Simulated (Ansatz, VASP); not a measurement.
## TiBeH2: VASP beside Ansatz

```
Ti Be H
1.0
     2.79820    0.00000    0.00000
     0.00000    2.79820    0.00000
     0.00000    0.00000    3.72759
Ti Be H
1 1 2
Direct
  0.50000 0.50000 0.50000
  0.00000 0.00000 0.00000
  0.00000 0.00000 0.50000
  0.50000 0.50000 0.00000
```

Change from the starting cell: species swapped into the HfZrC2 type (P4/mmm, No. 123).

Alike in both runs: functional PBE; k mesh 6 × 6 × 4; occupations gaussian, width 0.1 eV; no spin polarisation.

Ansatz relaxed the structure, and its values are those at the end. VASP's run is a single point on that final structure, the one shown.

|  | VASP | Ansatz |
| --- | --- | --- |
| version | VASP 6.6.1 | Ansatz 0.2.0 |
| potentials or method | VASP PAW PBE potentials, release 64 (Ti_sv, Be, H), cutoff 520 eV | scalar-relativistic, plane waves, PAW |
| valence electrons in the cell | 16 | 16 |

|  | VASP | Ansatz | Ansatz less VASP |
| --- | --- | --- | --- |
| gap on the k mesh at the Fermi level (eV) | none | none | - |
| pressure (GPa) | -0.1 | 0.0 | +0.07 |

A gap of «none» marks a metal or a gap that the smearing closes.

The k mesh is coarse, so the values compare programs but aren't converged.
